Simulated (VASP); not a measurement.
# NbAl2F3 (P-6m2) in VASP: notebook, part 2 of 2

VASP 6.6.1. Earlier steps stand in the parts before.

### 3 Single point, PBE, collinear spin

The input, INCAR:

```
SYSTEM = NbAl2F3
PREC     = Accurate       ! precision mode
ENCUT    = 520            ! plane-wave cutoff, eV
EDIFF    = 1E-6           ! SCF threshold, eV
ISMEAR   = 0              ! smearing method
SIGMA    = 0.1            ! smearing width, eV
LREAL    = .FALSE.        ! projectors in reciprocal space
LASPH    = .TRUE.         ! aspherical terms in the spheres
NELM     = 150            ! most SCF steps
ALGO     = Normal         ! electronic algorithm
ISIF     = 2              ! what is computed and relaxed
LWAVE    = .FALSE.        ! write WAVECAR
LCHARG   = .TRUE.         ! write CHGCAR
ISPIN    = 2              ! spin polarisation
MAGMOM   = -0.02 -0.06 1.14 0 0 0 ! initial moments
LORBIT   = 11             ! projections on sites
LMAXMIX  = 4              ! l up to which the mixer works
GGA      = PE             ! functional
LELF     = .TRUE.         ! ELF
LVHAR    = .TRUE.       
NBANDS   = 33             ! bands
```

The input, KPOINTS:

```
Automatic mesh
0
G
  6 6 4
  0 0 0
```

The input, POSCAR:

```
NbAl2F3
1.0
    4.3072189200      0.0000000000      0.0000000000
   -2.1536094600      3.7301610100      0.0000000000
    0.0000000000      0.0000000000      5.5312561100
Al Nb F
2 1 3
Direct
    0.3333333300      0.6666666700      0.5000000000
    0.0000000000      0.0000000000      0.5000000000
    0.0000000000      0.0000000000      0.0000000000
    0.3333333300      0.6666666700      0.1481737700
    0.3333333300      0.6666666700      0.8518262300
    0.6666666700      0.3333333300      0.0000000000
```

Potentials or basis: VASP PAW PBE potentials, release 64 (Al, Nb_sv, F).

Launch:

```
> cat potpaw_PBE.64/Al/POTCAR potpaw_PBE.64/Nb_sv/POTCAR potpaw_PBE.64/F/POTCAR > POTCAR
> mpirun -np 1 vasp_std > vasp.out
```

OUTCAR:

```text
SYSTEM = NbAl2F3
   PREC = Accurate
   ENCUT = 520
   EDIFF = 1E-6
   ISMEAR = 0
   LREAL = .FALSE.
   LASPH = .TRUE.
   NELM = 150
   ISIF = 2
   ISPIN = 2
   LORBIT = 11
   GGA = PE

 ion  position               nearest neighbor table
   1  0.333  0.667  0.500-   4 1.95   5 1.95   2 2.49   2 2.49   2 2.49
   2  0.000  0.000  0.500-   1 2.49   1 2.49   1 2.49   3 2.77   3 2.77
   3  0.000  0.000  0.000-   2 2.77   2 2.77
   4  0.333  0.667  0.148-   5 1.64   1 1.95
   5  0.333  0.667  0.852-   4 1.64   1 1.95
   6  0.667  0.333  0.000-

  LATTYP: Found a hexagonal cell.
 ALAT       =     4.3072189200
 C/A-ratio  =     1.2841827204

  Lattice vectors:

 A1 = (   4.3072189200,   0.0000000000,   0.0000000000)
 A2 = (  -2.1536094600,   3.7301610100,   0.0000000000)
 A3 = (   0.0000000000,   0.0000000000,   5.5312561100)

Analysis of symmetry for initial positions (statically):
=====================================================================
[... 1678 lines left out ...]
  -------------------------------------------------------------------------------------
  Total       -1.5175004     -1.5175004     18.3080030      0.0000000      0.0000000     -0.0000000
  in kB      -27.3584252    -27.3584253    330.0678807      0.0000000      0.0000000     -0.0000000
  external PRESSURE =      91.7836767 kB  Pullay stress =       0.0000000 kB

 VOLUME and BASIS-vectors are now :
 -----------------------------------------------------------------------------
  energy-cutoff  :      520.00
  volume of cell :       88.87
      direct lattice vectors                 reciprocal lattice vectors
     4.307218920  0.000000000  0.000000000     0.232168371  0.134042471  0.000000000
    -2.153609460  3.730161010  0.000000000     0.000000000  0.268084943  0.000000000
     0.000000000  0.000000000  5.531256110     0.000000000  0.000000000  0.180790761

 POSITION                                       TOTAL-FORCE (eV/Angst)
 -----------------------------------------------------------------------------------
     -0.00000      2.48677      2.76563         0.000000     -0.000000      0.000000
      0.00000      0.00000      2.76563         0.000000     -0.000000      0.000000
      0.00000      0.00000      0.00000         0.000000     -0.000000      0.000000
     -0.00000      2.48677      0.81959        -0.000000     -0.000000     11.627300
     -0.00000      2.48677      4.71167        -0.000000     -0.000000    -11.627300
      2.15361      1.24339      0.00000        -0.000000      0.000000      0.000000
 -----------------------------------------------------------------------------------
    total drift:                                0.000047     -0.000027      0.000000

  FREE ENERGIE OF THE ION-ELECTRON SYSTEM (eV)
  ---------------------------------------------------
  free  energy   TOTEN  =       -26.6710290932 eV

  energy  without entropy=      -26.6470385362  energy(sigma->0) =      -26.65903381

 total charge

# of ion       s       p       d       tot
------------------------------------------
    1        0.440   0.329   0.000   0.769
    2        0.494   0.417   0.000   0.911
    3        2.101   5.929   2.282  10.311
    4        1.772   4.344   0.000   6.116
    5        1.772   4.344   0.000   6.116
    6        1.739   4.295   0.000   6.034
--------------------------------------------------
tot          8.318  19.657   2.282  30.257

 magnetization (x)

# of ion       s       p       d       tot
------------------------------------------
    1       -0.006  -0.031   0.000  -0.037
    2       -0.007  -0.039   0.000  -0.046
    3        0.009   0.008   1.204   1.221
    4        0.002  -0.003   0.000  -0.001
    5        0.002  -0.003   0.000  -0.001
    6        0.003  -0.017   0.000  -0.014
--------------------------------------------------
tot          0.004  -0.085   1.204   1.123
```

OSZICAR:

```text
N       E                     dE             d eps       ncg     rms          rms(c)
DAV:   1     0.295293513204E+03    0.29529E+03   -0.20317E+04  2772   0.113E+03
DAV:   2    -0.128124249877E+02   -0.30811E+03   -0.29515E+03  3408   0.333E+02
[... 11 lines left out ...]
DAV:  14    -0.266706668129E+02   -0.77454E-02   -0.39367E-02  3049   0.698E-01    0.125E-01
DAV:  15    -0.266704128986E+02    0.25391E-03   -0.11410E-03  3472   0.177E-01    0.125E-01
DAV:  16    -0.266708385584E+02   -0.42566E-03   -0.12006E-03  3121   0.976E-02    0.905E-02
DAV:  17    -0.266710098830E+02   -0.17132E-03   -0.13568E-03  3364   0.123E-01    0.338E-02
DAV:  18    -0.266710294492E+02   -0.19566E-04   -0.47078E-05  3525   0.340E-02    0.149E-02
DAV:  19    -0.266710290932E+02    0.35599E-06   -0.49410E-06  3341   0.998E-03
   1 F= -.26671029E+02 E0= -.26659034E+02  d E =-.239906E-01  mag=     1.2794
```

It took 2.4 min on 1 thread of AMD EPYC 7R13 (Zen 3), shared host; peak memory 0.25 GiB.

What came out:

- Free energy: -26.6710 eV
- Pressure: 9.2 GPa
- Largest force: 11.627 eV/Å
- Net moment: 1.28 μB per cell
- Site moments: Al -0.04, -0.05; Nb +1.22; F -0.00, -0.01 (each value once) μB
- Valence electrons inside the program's atomic spheres: Al 0.77, 0.91; Nb 10.31; F 6.12, 6.03 (each value once)

Forces in eV/Å, atoms in the order of the input:
```
Al    0.000   0.000   0.000
Al    0.000   0.000   0.000
Nb    0.000   0.000   0.000
F     0.000   0.000  11.627
F     0.000   0.000 -11.627
F     0.000   0.000   0.000
```

Stress tensor (GPa, compression positive):
```
-2.74  0.00  0.00
 0.00 -2.74  0.00
 0.00  0.00 33.01
```

Levels at points of the mesh, in eV from the Fermi level:
Spin up:
| k point | band 18 | band 19 | band 20 | band 21 | band 22 | band 23 |
| --- | --- | --- | --- | --- | --- | --- |
| (0.00, 0.00, 0.00) | -0.38 | -0.38 | -0.23 | 1.14 | 1.14 | 1.18 |
| (0.50, 0.00, 0.00) | -2.59 | -0.44 | -0.24 | -0.08 | 0.11 | 0.72 |
| (0.00, 0.00, 0.50) | -1.81 | -0.66 | -0.66 | 1.28 | 1.28 | 1.34 |
| (0.50, 0.00, 0.50) | -1.99 | -1.10 | -0.50 | -0.19 | 0.51 | 0.68 |
Spin down:
```tsv
k point	band 15	band 16	band 17	band 18	band 19	band 20	band 21	band 22	band 23	band 24
(0.00, 0.00, 0.00)	-4.82	-4.82	-2.90	0.19	1.00	1.00	1.09	1.09	1.30	2.17
(0.50, 0.00, 0.00)	-4.82	-4.16	-2.77	-2.75	-0.01	0.60	0.83	1.11	1.24	1.60
(0.00, 0.00, 0.50)	-4.95	-4.69	-1.87	-1.85	0.26	0.26	1.85	2.14	2.14	2.24
(0.50, 0.00, 0.50)	-5.16	-4.29	-3.18	-1.57	-0.94	-0.09	0.76	1.57	1.62	2.05
```

Caveat: the stress differs along the axes, from -3 to 33 GPa; forces of over 1 eV/Å act on the atoms, so gaps and moduli don't describe the material at rest.

### 4 Single point, PBE, collinear spin

This run uses another cell than the first one, of 15.54 Å³/atom.

The input, INCAR:

```
SYSTEM = NbAl2F3
PREC = Accurate ; ENCUT = 520
EDIFF = 1E-7 ; ISMEAR = 0
SIGMA = 0.1 ; LREAL = .FALSE.
LASPH = .TRUE. ; NELM = 150
ALGO = Normal ; ISIF = 2
LWAVE = .FALSE. ; LCHARG = .FALSE.
ISPIN = 2 ; MAGMOM = -0.01 -0.04 1.3 0.02 0.02 0
LORBIT = 11 ; LMAXMIX = 4
GGA = PE ; NBANDS = 33
```

KPOINTS is that of step 3.

The input, POSCAR:

```
NbAl2F3
1.0
    4.2439160137      0.0000000000      0.0000000000
   -2.1219580069      3.6753390794      0.0000000000
    0.0000000000      0.0000000000      5.9760954703
Al Nb F
2 1 3
Direct
    0.3333333333      0.6666666667      0.5000000000
    0.0000000000      0.0000000000      0.5000000000
    0.0000000000      0.0000000000      0.0000000000
    0.3333333333      0.6666666667      0.1877864578
    0.3333333333      0.6666666667      0.8122135422
    0.6666666667      0.3333333333      0.0000000000
```

Potentials or basis: VASP PAW PBE potentials, release 64 (Al, Nb_sv, F).

Launch:

```
> cat potpaw_PBE.64/Al/POTCAR potpaw_PBE.64/Nb_sv/POTCAR potpaw_PBE.64/F/POTCAR > POTCAR
> mpirun -np 1 vasp_std > vasp.out
```

OUTCAR:

```text
SYSTEM = NbAl2F3
   PREC = Accurate
   ENCUT = 520
   EDIFF = 1E-7
   ISMEAR = 0
   LREAL = .FALSE.
   LASPH = .TRUE.
   NELM = 150
   ISIF = 2
   ISPIN = 2
   LORBIT = 11
   GGA = PE

 ion  position               nearest neighbor table
   1  0.333  0.667  0.500-   4 1.87   5 1.87   2 2.45   2 2.45   2 2.45
   2  0.000  0.000  0.500-   1 2.45   1 2.45   1 2.45   3 2.99   3 2.99
   3  0.000  0.000  0.000-   6 2.45   6 2.45   6 2.45   2 2.99   2 2.99
   4  0.333  0.667  0.188-   1 1.87
   5  0.333  0.667  0.812-   1 1.87
   6  0.667  0.333  0.000-   3 2.45   3 2.45   3 2.45

  LATTYP: Found a hexagonal cell.
 ALAT       =     4.2439160137
 C/A-ratio  =     1.4081559227
[... 1704 lines left out ...]
     -0.00000      2.45023      2.98805         0.000000      0.000000      0.000000
      0.00000      0.00000      2.98805        -0.000000      0.000000      0.000000
      0.00000      0.00000      0.00000        -0.000000      0.000000      0.000000
     -0.00000      2.45023      1.12223         0.000000      0.000000     -0.038713
     -0.00000      2.45023      4.85387         0.000000      0.000000      0.038713
      2.12196      1.22511      0.00000         0.000000      0.000000      0.000000
 -----------------------------------------------------------------------------------
    total drift:                               -0.000002      0.000001     -0.000000

  FREE ENERGIE OF THE ION-ELECTRON SYSTEM (eV)
  ---------------------------------------------------
  free  energy   TOTEN  =       -29.0688001400 eV

  energy  without entropy=      -29.0442501916  energy(sigma->0) =      -29.05652517

 total charge

# of ion       s       p       d       tot
------------------------------------------
    1        0.446   0.342   0.000   0.788
    2        0.503   0.392   0.000   0.895
    3        2.087   5.919   2.293  10.299
    4        1.751   4.344   0.000   6.095
    5        1.751   4.344   0.000   6.095
    6        1.739   4.300   0.000   6.038
--------------------------------------------------
tot          8.276  19.641   2.293  30.211

 magnetization (x)

# of ion       s       p       d       tot
------------------------------------------
    1       -0.004  -0.018   0.000  -0.021
    2       -0.006  -0.024   0.000  -0.030
    3        0.010   0.008   1.398   1.417
    4        0.003   0.012   0.000   0.015
    5        0.003   0.012   0.000   0.015
    6        0.003  -0.017   0.000  -0.014
--------------------------------------------------
tot          0.011  -0.026   1.398   1.383
```

OSZICAR:

```text
N       E                     dE             d eps       ncg     rms          rms(c)
DAV:   1     0.278446389255E+03    0.27845E+03   -0.20319E+04  2772   0.113E+03
DAV:   2    -0.161944380149E+02   -0.29464E+03   -0.28394E+03  3314   0.328E+02
DAV:   3    -0.352170424249E+02   -0.19023E+02   -0.18715E+02  3717   0.794E+01
DAV:   4    -0.362830092737E+02   -0.10660E+01   -0.10595E+01  4623   0.171E+01
[... 15 lines left out ...]
DAV:  20    -0.290687999756E+02   -0.15195E-06   -0.22079E-06  3337   0.532E-03    0.323E-03
DAV:  21    -0.290688002137E+02   -0.23803E-06   -0.20410E-06  3111   0.411E-03    0.183E-03
DAV:  22    -0.290688000246E+02    0.18907E-06   -0.16678E-07  2336   0.199E-03    0.216E-03
DAV:  23    -0.290688001392E+02   -0.11462E-06   -0.36495E-07  2260   0.214E-03    0.371E-04
DAV:  24    -0.290688001400E+02   -0.80308E-09   -0.20310E-08  1468   0.798E-04
   1 F= -.29068800E+02 E0= -.29056525E+02  d E =-.245499E-01  mag=     1.6571
```

It took 4 min on 1 thread of AMD EPYC 7R13 (Zen 3), shared host; peak memory 0.27 GiB.

What came out:

```yaml
Free_energy: -29.0688 eV
Pressure: -0.1 GPa
Largest_force: 0.039 eV/Å
Net_moment: 1.66 μB per cell
Site_moments: Al -0.02, -0.03; Nb +1.42; F +0.01, -0.01 (each value once) μB
Valence_electrons_inside_the_program's_atomic_spheres: Al 0.79, 0.90; Nb 10.30; F 6.09, 6.04 (each value once)
```

Forces in eV/Å, atoms in the order of the input:
```
Al   0.000  0.000  0.000
Al   0.000  0.000  0.000
Nb   0.000  0.000  0.000
F    0.000  0.000 -0.039
F    0.000  0.000  0.039
F    0.000  0.000  0.000
```

Stress tensor (GPa, compression positive):
```
-0.28  0.00  0.00
 0.00 -0.28  0.00
 0.00  0.00  0.28
```

### 5 Overview

```csv
spin,cell,gap on the mesh (eV),pressure (GPa),moment (μB),largest force (eV/Å)
off,"a = 4.307, b = 4.307, c = 5.531 Å, angles 90.0, 90.0, 120.0°, 6 atoms, atomic positions A",none,7.7,-,11.63
collinear,"a = 4.307, b = 4.307, c = 5.531 Å, angles 90.0, 90.0, 120.0°, 6 atoms, atomic positions A",none,9.2,1.28,11.63
collinear,"a = 4.244, b = 4.244, c = 5.976 Å, angles 90.0, 90.0, 120.0°, 6 atoms, atomic positions B",none,-0.1,1.66,0.04
```

Alike in all rows: task single point; level PBE; potentials or basis VASP PAW PBE potentials, release 64 (Al, Nb_sv, F); k mesh 6 × 6 × 4; cutoff (eV) 520; smearing gaussian 0.1 eV.

Caveats: forces of over 1 eV/Å act on the atoms, so gaps and moduli don't describe the material at rest (at least some runs); the stress differs along the axes, from -3 to 30 GPa (at least some runs); the stress differs along the axes, from -3 to 33 GPa (at least some runs).

Total energies depend on the potentials used, so only differences within one code and one set of settings carry meaning.
